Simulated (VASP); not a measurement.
Ag, 1 atom in the cell. It takes space group Fm-3m (No. 225, cubic). The conventional cell has a = 4.054 Å, b = 4.054 Å, c = 4.054 Å, α = 90.00°, β = 90.00°, γ = 90.00°. Ag (site symmetry m-3m) has 12 Ag at 2.87 Å within 3.8 Å. 

* Program: VASP 6.6.1
* Task: single point
* Functional: PBEsol
* Potentials or basis: VASP PAW PBE potentials, release 64 (Ag)
* Cutoff: 520 eV
* k mesh: 18 × 18 × 18
* Occupations: gaussian, width 0.1 eV
* Spin: no spin polarisation
* Dipole correction: no
* Further INCAR settings: ALGO = Fast; EDIFF = 1e-06; NBANDS = 12

Potentials or basis: VASP PAW PBE potentials, release 64 (Ag).

Run with:

```console
$ cat potpaw_PBE.64/Ag/POTCAR > POTCAR
$ mpirun -np 1 vasp_std > vasp.out
```

Hardware: 1 thread of AMD EPYC 7R13, with other jobs on the host.

**Question.** How long does it take, and how much memory?

**Answer.** It took 85 s on 1 thread of AMD EPYC 7R13 (shared host), peak memory 0.14 GiB. Counts: scf iterations 11, k points 195.
